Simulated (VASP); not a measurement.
Input of a VASP 6.6.1 run:

INCAR

```
SYSTEM = MgO
  ALGO = Normal
  EDIFF = 1E-6
  ENCUT = 520
  GGA = PE
  ISIF = 2
  ISMEAR = -1
  LASPH = .True.
  LCHARG = .True.
  LELF = .True.
  LREAL = .False.
  LVHAR = .True.
  LWAVE = .False.
  NBANDS = 11
  NELM = 80
  PREC = Accurate
  SIGMA = 0.02
```

Contents of KPOINTS:

```
k-points
0
Gamma
  10 10 10
  0 0 0
```

File POSCAR:

```
MgO
1.0
    2.6598216231      0.0000000000      0.0000000000
    0.0000000000      2.6598216231      0.0000000000
    0.0000000000      0.0000000000      2.6598216231
Mg O
1 1
Direct
    0.0000000000      0.0000000000      0.0000000000
    0.5000000000      0.5000000000      0.5000000000
```

Potentials or basis: VASP PAW PBE potentials, release 64 (Mg, O).

Run with:

```sh
$ cat potpaw_PBE.64/Mg/POTCAR potpaw_PBE.64/O/POTCAR > POTCAR
$ mpirun -np 1 vasp_std > vasp.out
```

Question: Estimate the pressure.

Answer: -0.7 GPa.

Question: What does it give for the band gap on the k mesh?

Answer: 2.25 eV (least direct gap 3.22 eV).

A k mesh can miss the band edges.
